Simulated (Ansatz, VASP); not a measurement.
# One calculation of Rh, two programs

Contents of POSCAR:

```
Rh
1.0
    2.7036431850      0.0000000000      0.0000000000
   -1.3518215925      2.3414236809      0.0000000000
    0.0000000000      0.0000000000      4.0007278411
Rh
2
Direct
    0.6666666667      0.3333333333      0.7500000000
    0.3333333333      0.6666666667      0.2500000000
```

Contents of INCAR.step1:

```
SYSTEM = Rh
  PREC = Accurate
  ENCUT = 520
  ISMEAR = 0
  SIGMA = 0.15
  LREAL = .False.
  LASPH = .True.
  NELM = 60
  NBANDS = 22
  GGA = PE
  ALGO = Normal
  EDIFF = 1E-4
  LWAVE = .True.
  LCHARG = .False.
```

The input INCAR.step2:

```
SYSTEM = Rh
  PREC = Accurate
  ENCUT = 520
  EDIFF = 1E-6
  ISMEAR = 0
  SIGMA = 0.15
  LREAL = .False.
  LASPH = .True.
  NELM = 60
  ALGO = Normal
  ISIF = 2
  LWAVE = .False.
  LCHARG = .False.
  METAGGA = R2SCAN
  LMIXTAU = .True.
  NBANDS = 22
  ISTART = 1
```

File KPOINTS:

```
Automatic mesh
0
Gamma
  24 24 14
  0 0 0
```

Input for Ansatz:

```yaml
crystal:
  lattice:
    - [2.703643185, 0.0, 0.0]
    - [-1.3518215925, 2.3414236809, 0.0]
    - [0.0, 0.0, 4.0007278411]
  atoms:
    - { symbol: Rh, position: [0.6666666667, 0.3333333333, 0.75] }
    - { symbol: Rh, position: [0.3333333333, 0.6666666667, 0.25] }
basis:
  ecutwfc: 500
kpoints:
  mp_grid: { grid: [24, 24, 14] }
hamiltonian:
  xc: r2scan
scf:
  occupations: { method: gaussian, width: 0.15 }
output:
  forces: true
  stress: true
  eigenvalues: true
```

Change from the starting cell: strain +0.000 along x and y, -0.080 along z, atoms carried along.

Alike in both runs: task single point; functional r2SCAN; k mesh 24 × 24 × 14; occupations gaussian, width 0.15 eV; no spin polarisation.

```csv
,VASP,Ansatz
version,VASP 6.6.1,Ansatz 0.2.0
potentials or method,"VASP PAW PBE potentials, release 64 (Rh_pv), cutoff 520 eV","scalar-relativistic, plane waves, PAW"
valence electrons in the cell,30,34
```

```csv
,VASP,Ansatz,Ansatz less VASP
gap on the k mesh at the Fermi level (eV),none,none,-
pressure (GPa),34.3,32.4,-1.86
"traceless stress, the component that is largest in VASP (GPa)",21.09,20.73,-0.359
```

VASP's potentials were made for PBE, not for r2SCAN. A gap of «none» marks a metal or a gap that the smearing closes. Both programs put the cell under a high pressure, so it lies far from rest at this level. VASP's potentials hold 30 valence electrons a cell and Ansatz's 34, so a difference there can come from the potentials and not from the codes.
